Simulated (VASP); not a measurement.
Here is a VASP 6.6.1 calculation.

INCAR

```
  PREC = Accurate
  ENCUT = 600
  EDIFF = 1E-6
  ISMEAR = 0
  SIGMA = 0.1
  LREAL = False
  LASPH = True
  NELM = 60
  ALGO = Fast
  ISIF = 3
  LWAVE = False
  LCHARG = False
  GGA = PE
  IBRION = 2
  NSW = 100
  EDIFFG = -0.01
```

File KPOINTS:

```
Automatic mesh
0
Gamma
  24 24 24
```

Contents of POSCAR:

```
Si
1.0
   -1.5720252728      1.7925412406      3.1081664462
    1.5720252728     -1.7925412406      3.1081664462
    1.5720252728      1.7925412406     -3.1081664462
Si
2
Direct
    0.8094182099      0.3094182099      0.5000000000
    0.1905817901      0.6905817901      0.5000000000
```

Potentials or basis: VASP PAW PBE potentials, release 64 (Si).

The run is started by

```bash
$ cat potpaw_PBE.64/Si/POTCAR > POTCAR
$ mpirun -np 1 vasp_std > vasp.out
```

(1) Estimate the relaxed volume.

(2) Predict the band gap on the k mesh.

## Answers

(1) 17.60 Å³/atom.

(2) zero (bands 4 and 5 overlap by 4.96 eV).
